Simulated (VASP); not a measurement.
A run of VASP 6.6.1 is set up as follows.

Contents of POSCAR:

```
Cu
1.0
    0.0000000000      2.4629216427      2.4629216427
    2.4629216427      0.0000000000      2.4629216427
    2.4629216427      2.4629216427      0.0000000000
Cu
2
Direct
    0.0000000000      0.0000000000      0.0000000000
    0.2500000000      0.2500000000      0.2500000000
```

Contents of INCAR.step1:

```
ALGO = Normal
EDIFF = 1E-4
ENCUT = 520
GGA = PE
ISMEAR = 0
LASPH = True
LCHARG = False
LREAL = False
LWAVE = True
NBANDS = 18
NELM = 100
PREC = Accurate
SIGMA = 0.05
```

File INCAR.step2:

```
ALGO = Normal
EDIFF = 1E-6
ENCUT = 520
ISIF = 2
ISMEAR = 0
ISTART = 1
LASPH = True
LCHARG = True
LELF = True
LMIXTAU = True
LREAL = False
LVHAR = True
LWAVE = False
METAGGA = R2SCAN
NBANDS = 18
NELM = 100
PREC = Accurate
SIGMA = 0.05
```

KPOINTS

```
k-points
0
Gamma
  8 8 8
```

Potentials or basis: VASP PAW PBE potentials, release 64 (Cu).

Run with:

```sh
$ cat potpaw_PBE.64/Cu/POTCAR > POTCAR
$ cp INCAR.step1 INCAR
$ mpirun -np 1 vasp_std > vasp.out
$ cp INCAR.step2 INCAR
$ mpirun -np 1 vasp_std > vasp.out
```

Question: Predict the band gap on the k mesh.

Answer: Zero (bands 11 and 12 overlap by 1.22 eV).

Question: Estimate the pressure.

Answer: 20.6 GPa.

Caveat: the cell stands under pressure; the PAW data sets were made with another functional, which shifts forces and pressure a little.
